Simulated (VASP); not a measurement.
# Ir (P6_3/mmc) in VASP: further runs

Runs on Ir. Level: r2SCAN. Tasks: single point.

Everything below comes from runs of VASP 6.6.1. Logs are shortened: lines on timing, memory, paths and dates and some standing lists are left out, and cuts for length are marked.

## 1. The cell of the first run

The structure is hexagonal, space group P6_3/mmc (No. 194). The conventional cell has a = 2.861 Å, b = 2.861 Å, c = 4.284 Å, α = 90.00°, β = 90.00°, γ = 120.00°. Ir (site symmetry -6m2) has 12 Ir at 2.70 to 2.86 Å within 3.6 Å.

This isn't the form of Ir at room conditions, which is fcc.

## 2. Single point, r2SCAN (strain +0.040 along x and y, -0.040 along z)

The input, POSCAR:

```
Ir
1.0
    2.8614330104      0.0000000000      0.0000000000
   -1.4307165052      2.4780736782      0.0000000000
    0.0000000000      0.0000000000      4.2837984000
Ir
2
Direct
    0.6666666667      0.3333333333      0.7500000000
    0.3333333333      0.6666666667      0.2500000000
```

The input, INCAR.step1:

```
SYSTEM = Ir
PREC = Accurate
ENCUT = 520
ISMEAR = 0
SIGMA = 0.15
LREAL = .FALSE.
LASPH = .TRUE.
NELM = 100
NBANDS = 16
GGA = PE
ALGO = Normal
EDIFF = 1E-4
LWAVE = .TRUE.
LCHARG = .FALSE.
```

The input, INCAR.step2:

```
SYSTEM = Ir
PREC = Accurate
ENCUT = 520
EDIFF = 1E-6
ISMEAR = 0
SIGMA = 0.15
LREAL = .FALSE.
LASPH = .TRUE.
NELM = 100
ALGO = Normal
ISIF = 2
LWAVE = .FALSE.
LCHARG = .TRUE.
METAGGA = R2SCAN
LMIXTAU = .TRUE.
LELF = .TRUE.
LVHAR = .TRUE.
NBANDS = 16
ISTART = 1
```

The input, KPOINTS:

```
Automatic mesh
0
G
  18 18 12
  0 0 0
```

Potentials or basis: VASP PAW PBE potentials, release 64 (Ir).

Started as:

```sh
cat potpaw_PBE.64/Ir/POTCAR > POTCAR
cp INCAR.step1 INCAR
mpirun -np 1 vasp_std > vasp.out
cp INCAR.step2 INCAR
mpirun -np 1 vasp_std > vasp.out
```

OUTCAR:

```text
SYSTEM = Ir
   PREC = Accurate
   ENCUT = 520
   EDIFF = 1E-6
   ISMEAR = 0
   LREAL = .FALSE.
   LASPH = .TRUE.
   NELM = 100
   ISIF = 2
   METAGGA = R2SCAN
   ISTART = 1

 ion  position               nearest neighbor table
   1  0.667  0.333  0.750-   2 2.70   2 2.70   2 2.70   2 2.70   2 2.70   2 2.70
   2  0.333  0.667  0.250-   1 2.70   1 2.70   1 2.70   1 2.70   1 2.70   1 2.70

  LATTYP: Found a hexagonal cell.
 ALAT       =     2.8614330104
 C/A-ratio  =     1.4970814918

  Lattice vectors:

 A1 = (   2.8614330104,   0.0000000000,   0.0000000000)
 A2 = (  -1.4307165052,   2.4780736782,   0.0000000000)
 A3 = (   0.0000000000,   0.0000000000,   4.2837984000)

Analysis of symmetry for initial positions (statically):
=====================================================================
 Subroutine PRICEL returns:
 Original cell was already a primitive cell.

 Routine SETGRP: Setting up the symmetry group for a
 hexagonal supercell.

 Subroutine GETGRP returns: Found 24 space group operations
 (whereof 12 operations were pure point group operations)
 out of a pool of 24 trial point group operations.

The static configuration has the point symmetry D_3d.
 The point group associated with its full space group is D_6h.

Analysis of symmetry for dynamics (positions and initial velocities):
=====================================================================
 Subroutine PRICEL returns:
 Original cell was already a primitive cell.

 Routine SETGRP: Setting up the symmetry group for a
 hexagonal supercell.

 Subroutine GETGRP returns: Found 24 space group operations
 (whereof 12 operations were pure point group operations)
 out of a pool of 24 trial point group operations.

The dynamic configuration has the point symmetry D_3d.
 The point group associated with its full space group is D_6h.

 Subroutine INISYM returns: Found 24 space group operations
 (whereof 12 operations are pure point group operations),
 and found     1 'primitive' translations

----------------------------------------------------------------------------------------

                                     Primitive cell

  volume of cell :      30.3757

  direct lattice vectors                    reciprocal lattice vectors
     2.861433010  0.000000000  0.000000000     0.349475244  0.201769626  0.000000000
    -1.430716505  2.478073678  0.000000000     0.000000000  0.403539253  0.000000000
     0.000000000  0.000000000  4.283798400     0.000000000  0.000000000  0.233437689

  length of vectors
     2.861433010  2.861433010  4.283798400     0.403539253  0.403539253  0.233437689

  position of ions in fractional coordinates (direct lattice)
     0.666666667  0.333333333  0.750000000
     0.333333333  0.666666667  0.250000000

  ion indices of the primitive-cell ions
   primitive index   ion index
                 1           1
                 2           2

----------------------------------------------------------------------------------------

 KPOINTS: Automatic mesh

Automatic generation of k-mesh.
 Grid dimensions read from file:
 generate k-points for:   18   18   12

 Generating k-lattice:

  Cartesian coordinates                     Fractional coordinates (reciprocal lattice)
     0.019415291  0.011209424  0.000000000     0.055555556  0.000000000  0.000000000
     0.000000000  0.022418847  0.000000000     0.000000000  0.055555556  0.000000000
     0.000000000  0.000000000  0.019453141     0.000000000  0.000000000  0.083333333

  Length of vectors
     0.022418847  0.022418847  0.019453141

  Shift w.r.t. Gamma in fractional coordinates (k-lattice)
     0.000000000  0.000000000  0.000000000

 Subroutine IBZKPT returns following result:
 ===========================================

 Found    259 irreducible k-points:

 Following reciprocal coordinates:
            Coordinates               Weight
  0.000000  0.000000  0.000000      1.000000
  0.055556  0.000000  0.000000      6.000000
  0.111111  0.000000  0.000000      6.000000
  0.166667 -0.000000  0.000000      6.000000
  0.222222  0.000000  0.000000      6.000000
  0.277778  0.000000  0.000000      6.000000
[... 16 lines left out ...]
  0.333333  0.111111  0.000000     12.000000
  0.388889  0.111111  0.000000     12.000000
 [... further k-points ...]
   k-points           NKPTS =    259   k-points in BZ     NKDIM =    259   number of bands    NBANDS=     16
   number of dos      NEDOS =    301   number of ions     NIONS =      2
   total plane-waves  NPLWV =  18432
   dimension x,y,z NGX =    24 NGY =   24 NGZ =   32
   dimension x,y,z NGXF=    48 NGYF=   48 NGZF=   64
   ions per type =               2
   NGX,Y,Z   is equivalent  to a cutoff of  13.94, 13.94, 12.42 a.u.
   NGXF,Y,Z  is equivalent  to a cutoff of  27.89, 27.89, 24.84 a.u.
 SYSTEM =  Ir
   PREC   = accura    normal or accurate (medium, high low for compatibility)
   ISTART =      1    job   : 0-new  1-cont  2-samecut
   ICHARG =      0    charge: 1-file 2-atom 10-const
   ISPIN  =      1    spin polarized calculation?
   LNONCOLLINEAR =      F non collinear calculations
   LSORBIT =      F    spin-orbit coupling
   LASPH  =      T    aspherical Exc in radial PAW
   ENCUT  =  520.0 eV  38.22 Ry    6.18 a.u.   5.32  5.32  7.97*2*pi/ulx,y,z
   NELM   =    100;   NELMIN=  2; NELMDL=  0     # of ELM steps
   EDIFF  = 0.1E-05   stopping-criterion for ELM
   LREAL  =      F    real-space projection
   EDIFFG = 0.1E-04   stopping-criterion for IOM
   NSW    =      0    number of steps for IOM
   IBRION =     -1    ionic relax: 0-MD 1-quasi-New 2-CG
   NFREE  =      0    steps in history (QN), initial steepest desc. (CG)
   ISIF   =      2    stress and relaxation
   ISYM   =      2    0-nonsym 1-usesym 2-fastsym
   POTIM  = 0.5000    time-step for ionic-motion
   TEBEG  =    0.0;   TEEND  =   0.0 temperature during run
   PSTRESS=    0.0 pullay stress
   NELECT =      18.0000    total number of electrons
   NUPDOWN=      -1.0000    fix difference up-down
   EMIN   =  10.00;   EMAX   =-10.00  energy-range for DOS
   EFERMI =   0.00;   METHOD = LEGACY
   ISMEAR =     0;   SIGMA  =   0.15  broadening in eV -4-tet -1-fermi 0-gaus
   EFERMI_NEDOS =   21; number of points for ismear=-14 and -15
   IALGO  =     38    algorithm
   IMIX   =      4    mixing-type and parameters
     AMIX     =   0.40;   BMIX     =  1.00
     AMIX_MAG =   1.60;   BMIX_MAG =  1.00
  volume/ion in A,a.u.               =      15.19       102.49
  Fermi-wavevector in a.u.,A,eV,Ry     =   1.375066  2.598497 25.725966  1.890805
  Thomas-Fermi vector in A             =   2.500435
   LORBIT       =      0    0 simple, 1 ext, 2 COOP (PROOUT), +10 PAW based schemes
   METAGGA = R2SCAN    functional components
   LHFCALC =     F    Hartree Fock is set to
   AEXX    =    0.0000 exact exchange contribution
   IVDW    =     0    specifies the selected vdW correction
   LEPSILON=     F    determine dielectric tensor
   LRPA    =     F    only Hartree local field effects (RPA)
 non-spin polarized calculation
 Gauss-broadening in eV      SIGMA  =   0.15
  energy-cutoff  :      520.00
  volume of cell :       30.38
 maximum number of plane-waves:       844
 NGX is ok and might be reduce to    24
   NGX = 11   NGY = 11   NGZ = 15

 number of electron      18.0000001 magnetization

 Free energy of the ion-electron system (eV)
  ---------------------------------------------------
  ext. energy  EPLUGINS =         0.00000000
  ---------------------------------------------------
  free energy    TOTEN  =      -104.36574521 eV

  energy without entropy =     -104.33150073  energy(sigma->0) =     -104.34862297

 E-fermi :   9.1674     XC(G=0): -14.8328

 val. band max:        9.1659950350   @ k =   0.2778   0.1111   0.4167
 cond. band min:       9.1693415738   @ k =   0.1667   0.1667   0.4167
 fundamental gap:      0.0033465388
 Fermi energy:         9.1673874269

 k-point     1 :       0.0000    0.0000    0.0000
  band No.  band energies     occupation
      1      -1.7700      2.00000
      2       1.4824      2.00000
      3       5.4727      2.00000
      4       5.4727      2.00000
      5       6.1806      2.00000
      6       6.2446      2.00000
[... 8 lines left out ...]
     15      27.6108      0.00000
     16      27.6954      0.00000

 k-point     2 :       0.0556    0.0000    0.0000
  band No.  band energies     occupation
      1      -1.6599      2.00000
      2       1.5694      2.00000
      3       5.2920      2.00000
      4       5.5605      2.00000
      5       6.1561      2.00000
      6       6.1765      2.00000
[... 8 lines left out ...]
     15      27.7140      0.00000
     16      27.7660      0.00000

 k-point     3 :       0.1111    0.0000    0.0000
  band No.  band energies     occupation
      1      -1.3371      2.00000
      2       1.8129      2.00000
      3       4.9440      2.00000
      4       5.8203      2.00000
      5       5.8461      2.00000
      6       5.9934      2.00000
[... 8 lines left out ...]
     15      27.1821      0.00000
     16      27.9657      0.00000

 k-point     4 :       0.1667   -0.0000    0.0000
  band No.  band energies     occupation
      1      -0.8255      2.00000
      2       2.1494      2.00000
      3       4.5966      2.00000
      4       5.2781      2.00000
      5       5.7415      2.00000
      6       5.9185      2.00000
[... 8 lines left out ...]
     15      26.4563      0.00000
     16      26.6553      0.00000

 k-point     5 :       0.2222    0.0000    0.0000
  band No.  band energies     occupation
      1      -0.1718      2.00000
      2       2.4420      2.00000
      3       4.3773      2.00000
      4       4.5968      2.00000
      5       5.4666      2.00000
      6       5.8211      2.00000
[... 8 lines left out ...]
     15      24.9447      0.00000
     16      26.7020      0.00000

 k-point     6 :       0.2778    0.0000    0.0000
  band No.  band energies     occupation
      1       0.5424      2.00000
      2       2.5202      2.00000
      3       3.9564      2.00000
      4       4.4060      2.00000
      5       5.2040      2.00000
      6       5.8846      2.00000
[... 8 lines left out ...]
     15      23.4693      0.00000
     16      25.7161      0.00000

 k-point     7 :       0.3333    0.0000    0.0000
  band No.  band energies     occupation
      1       1.1936      2.00000
      2       2.3982      2.00000
      3       3.4258      2.00000
      4       4.6547      2.00000
      5       4.9784      2.00000
      6       6.1400      2.00000
[... 8 lines left out ...]
     15      22.1067      0.00000
     16      24.9223      0.00000

 k-point     8 :       0.3889    0.0000    0.0000
  band No.  band energies     occupation
      1       1.6562      2.00000
      2       2.2249      2.00000
      3       3.0336      2.00000
      4       4.8067      2.00000
      5       5.0394      2.00000
      6       6.2561      2.00000
[... 8 lines left out ...]
     15      20.9587      0.00000
     16      23.2935      0.00000

 k-point     9 :       0.4444    0.0000    0.0000
  band No.  band energies     occupation
      1       1.9008      2.00000
      2       2.0903      2.00000
      3       2.7939      2.00000
      4       4.6996      2.00000
      5       5.4304      2.00000
      6       6.1966      2.00000
[... 8 lines left out ...]
     15      20.1650      0.00000
     16      21.5517      0.00000
[... 172 lines left out ...]
 k-point    19 :       0.1111    0.1111    0.0000
  band No.  band energies     occupation
      1      -0.5277      2.00000
      2       2.3508      2.00000
      3       4.3658      2.00000
      4       5.0168      2.00000
      5       5.5250      2.00000
      6       5.8633      2.00000
[... 8 lines left out ...]
     15      24.2414      0.00000
     16      27.5876      0.00000

 k-point    20 :       0.1667    0.1111    0.0000
  band No.  band energies     occupation
      1       0.1126      2.00000
      2       2.6638      2.00000
      3       4.0922      2.00000
      4       4.4008      2.00000
      5       5.2843      2.00000
      6       5.8047      2.00000
[... 8 lines left out ...]
     15      23.0418      0.00000
     16      26.6300      0.00000

 k-point    21 :       0.2222    0.1111    0.0000
  band No.  band energies     occupation
      1       0.8210      2.00000
      2       2.7867      2.00000
      3       3.8176      2.00000
      4       4.0393      2.00000
      5       5.0786      2.00000
      6       5.8862      2.00000
[... 8 lines left out ...]
     15      21.7969      0.00000
     16      25.7850      0.00000

 k-point    22 :       0.2778    0.1111    0.0000
  band No.  band energies     occupation
      1       1.4757      2.00000
      2       2.6723      2.00000
      3       3.3295      2.00000
      4       4.2630      2.00000
      5       4.9154      2.00000
      6       6.1418      2.00000
[... 8 lines left out ...]
     15      20.5325      0.00000
     16      25.0963      0.00000

 k-point    23 :       0.3333    0.1111    0.0000
  band No.  band energies     occupation
      1       1.9410      2.00000
      2       2.4949      2.00000
      3       2.9659      2.00000
      4       4.6484      2.00000
      5       4.7987      2.00000
      6       6.1570      2.00000
[... 8 lines left out ...]
     15      19.4128      0.00000
     16      24.0334      0.00000

 k-point    24 :       0.3889    0.1111    0.0000
  band No.  band energies     occupation
      1       2.1784      2.00000
      2       2.3620      2.00000
      3       2.7425      2.00000
      4       4.7294      2.00000
      5       5.0406      2.00000
      6       6.0661      2.00000
[... 8 lines left out ...]
     15      20.2949      0.00000
     16      22.4885      0.00000

 [... further k-points ...]
[... 5 lines left out ...]
  --------------------------------------------------------------------------------------
  -------------------------------------------------------------------------------------
  Total       -4.1445259     -4.1445259     -0.4517571     -0.0000000     -0.0000000      0.0000000
  in kB     -218.6042567   -218.6042567    -23.8280608     -0.0000000     -0.0000000      0.0000000
  external PRESSURE =    -153.6788581 kB  Pullay stress =       0.0000000 kB

 VOLUME and BASIS-vectors are now :
 -----------------------------------------------------------------------------
  energy-cutoff  :      520.00
  volume of cell :       30.38
      direct lattice vectors                 reciprocal lattice vectors
     2.861433010  0.000000000  0.000000000     0.349475244  0.201769626  0.000000000
    -1.430716505  2.478073678  0.000000000     0.000000000  0.403539253  0.000000000
     0.000000000  0.000000000  4.283798400     0.000000000  0.000000000  0.233437689

 POSITION                                       TOTAL-FORCE (eV/Angst)
 -----------------------------------------------------------------------------------
      1.43072      0.82602      3.21285         0.000000     -0.000000      0.000000
     -0.00000      1.65205      1.07095        -0.000000      0.000000      0.000000
 -----------------------------------------------------------------------------------
    total drift:                               -0.000000      0.000000     -0.000000

  FREE ENERGIE OF THE ION-ELECTRON SYSTEM (eV)
  ---------------------------------------------------
  free  energy   TOTEN  =      -104.3657452138 eV

  energy  without entropy=     -104.3315007329  energy(sigma->0) =     -104.34862297
```

It took 4.6 min on 1 thread of Intel Xeon Platinum 8488C (Sapphire Rapids), shared host; peak memory 0.24 GiB.

Results:

```yaml
Free_energy: -104.3657 eV
Pressure: -15.4 GPa
Band_gap_on_the_k_mesh: zero (bands 9 and 10 overlap by 2.78 eV)
```

Caveat: the cell differs from its parent crystal (strain +0.040 along x and y, -0.040 along z); the stress differs along the axes, from -22 to -2 GPa; the PAW data sets were made with another functional, which shifts forces and pressure a little; spin-orbit coupling is left out, which moves the levels of the heavy elements.

## 3. Single point, r2SCAN (strain +0.000 along x and y, +0.040 along z)

The input, POSCAR:

```
Ir
1.0
    2.7513778946      0.0000000000      0.0000000000
   -1.3756889473      2.3827631521      0.0000000000
    0.0000000000      0.0000000000      4.6407816000
Ir
2
Direct
    0.6666666667      0.3333333333      0.7500000000
    0.3333333333      0.6666666667      0.2500000000
```

The input, INCAR.step1:

```
SYSTEM = Ir
  PREC = Accurate
  ENCUT = 520
  ISMEAR = 0
  SIGMA = 0.15
  LREAL = .FALSE.
  LASPH = .TRUE.
  NELM = 80
  NBANDS = 16
  GGA = PE
  ALGO = Normal
  EDIFF = 1E-4
  LWAVE = .TRUE.
  LCHARG = .FALSE.
```

The input, INCAR.step2:

```
SYSTEM = Ir
  PREC = Accurate
  ENCUT = 520
  EDIFF = 1E-6
  ISMEAR = 0
  SIGMA = 0.15
  LREAL = .FALSE.
  LASPH = .TRUE.
  NELM = 80
  ALGO = Normal
  ISIF = 2
  LWAVE = .FALSE.
  LCHARG = .TRUE.
  METAGGA = R2SCAN
  LMIXTAU = .TRUE.
  LELF = .TRUE.
  LVHAR = .TRUE.
  NBANDS = 16
  ISTART = 1
```

The input, KPOINTS:

```
regular mesh
0
G
  18 18 12
  0 0 0
```

Potentials or basis: VASP PAW PBE potentials, release 64 (Ir).

Started as:

```sh
cat potpaw_PBE.64/Ir/POTCAR > POTCAR
cp INCAR.step1 INCAR
mpirun -np 1 vasp_std > vasp.out
cp INCAR.step2 INCAR
mpirun -np 1 vasp_std > vasp.out
```

Run time: 4.5 min. Hardware: 1 thread of Intel Xeon Platinum 8488C (Sapphire Rapids), shared host; peak memory 0.23 GiB.

It converged, with:

| Property | Result |
| --- | --- |
| Free energy | -104.4356 eV |
| Pressure | -18.1 GPa |
| Band gap on the k mesh | zero (bands 9 and 10 overlap by 3.28 eV) |

Stress tensor (GPa, compression positive):
```
-14.46   0.00   0.00
  0.00 -14.46   0.00
  0.00   0.00 -25.49
```

Levels at points of the mesh, in eV from the Fermi level:
| k point | band 5 | band 6 | band 7 | band 8 | band 9 | band 10 | band 11 | band 12 | band 13 | band 14 |
| --- | --- | --- | --- | --- | --- | --- | --- | --- | --- | --- |
| (0.00, 0.00, 0.00) | -3.51 | -3.00 | -3.00 | -1.88 | -1.88 | -0.89 | 0.30 | 0.30 | 6.29 | 15.51 |
| (0.50, 0.00, 0.00) | -3.51 | -2.99 | -2.93 | 0.74 | 0.93 | 1.23 | 2.96 | 4.46 | 8.22 | 9.85 |
| (0.00, 0.00, 0.50) | -3.56 | -3.56 | -3.56 | -3.56 | -0.41 | -0.41 | -0.41 | -0.41 | 13.65 | 13.65 |
| (0.50, 0.00, 0.50) | -1.79 | -1.79 | -0.75 | -0.75 | 1.11 | 1.11 | 2.03 | 2.03 | 7.62 | 7.62 |

Caveat: the cell differs from its parent crystal (strain +0.000 along x and y, +0.040 along z); the stress differs along the axes, from -25 to -14 GPa; the PAW data sets were made with another functional, which shifts forces and pressure a little; spin-orbit coupling is left out, which moves the levels of the heavy elements.
